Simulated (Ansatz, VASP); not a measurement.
Hf: VASP beside Ansatz

```
Hf
1.0
     3.19670    0.00000    0.00000
    -1.59835    2.76842    0.00000
     0.00000    0.00000    5.15896
Hf
2
Direct
  0.33333 0.66667 0.25000
  0.66667 0.33333 0.75000
```

Change from the starting cell: zz strain of +2 %, PAW files.

Alike in both runs: task electric field gradients; functional PBE; k mesh 13 × 13 × 7; occupations fermi-dirac, width 0.05 eV; no spin polarisation.

|  | VASP | Ansatz |
| --- | --- | --- |
| version | VASP 6.6.1 | Ansatz 0.2.0 |
| potentials or method | VASP PAW PBE potentials, release 64 (Hf_pv) | PAW with Ansatz's default frozen-core files, scalar-relativistic |
| plane-wave cutoff (eV) | 400 | 420 |
| valence electrons in the cell | 20 | 52 |

VASP gave:

| Property | Result |
| --- | --- |
| pressure (GPa) | -1.9 |
| traceless stress, the component that is largest in VASP (GPa) | -1.77 |
| size of Vzz on the site where it differs most (V/Å²) | 57.9 |

Question: Which values does Ansatz return?

Answer: Pressure (GPa): -1.4; traceless stress, the component that is largest in VASP (GPa): -1.71; size of Vzz on the site where it differs most (V/Å²): 66.4.

With one functional, cell and mesh, what is left measures potentials, basis and numerics. VASP's potentials hold 20 valence electrons a cell and Ansatz's 52, so a difference there can come from the potentials and not from the codes.

Spin-orbit coupling is off throughout.
